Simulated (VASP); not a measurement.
## K: single point with PBEsol

K:

```
K
1.0
     0.00000    2.76545    2.76545
     2.76545    0.00000    2.76545
     2.76545    2.76545    0.00000
K
1
Direct
  0.00000 0.00000 0.00000
```

This isn't the form of K at room conditions, which is bcc.

| Quantity | Value |
| --- | --- |
| Program | VASP 6.6.1 |
| Task | single point |
| Functional | PBEsol |
| Potentials or basis | VASP PAW PBE potentials, release 64 (K_sv) |
| Cutoff | 500 eV |
| k mesh | 11 × 11 × 11 |
| Occupations | methfessel-paxton, width 0.05 eV |
| Spin | no spin polarisation |

```yaml
Pressure: 5.0 GPa
Band_gap_on_the_k_mesh: zero (an odd number of electrons rules out a gap without spin polarisation)
```

Levels at points of the mesh, in eV from the Fermi level:
| k point | band 3 | band 4 | band 5 | band 6 | band 7 | band 8 |
| --- | --- | --- | --- | --- | --- | --- |
| (0.00, 0.00, 0.00) | -15.38 | -15.38 | -3.13 | 4.44 | 4.44 | 4.44 |

It took 9.7 s on 1 thread of Intel(R) Xeon(R) 6975P-C (Granite Rapids), on a shared host, peak memory 0.16 GiB.

Caveat: the cell stands under pressure; the PAW data sets were made with another functional, which shifts forces and pressure a little.
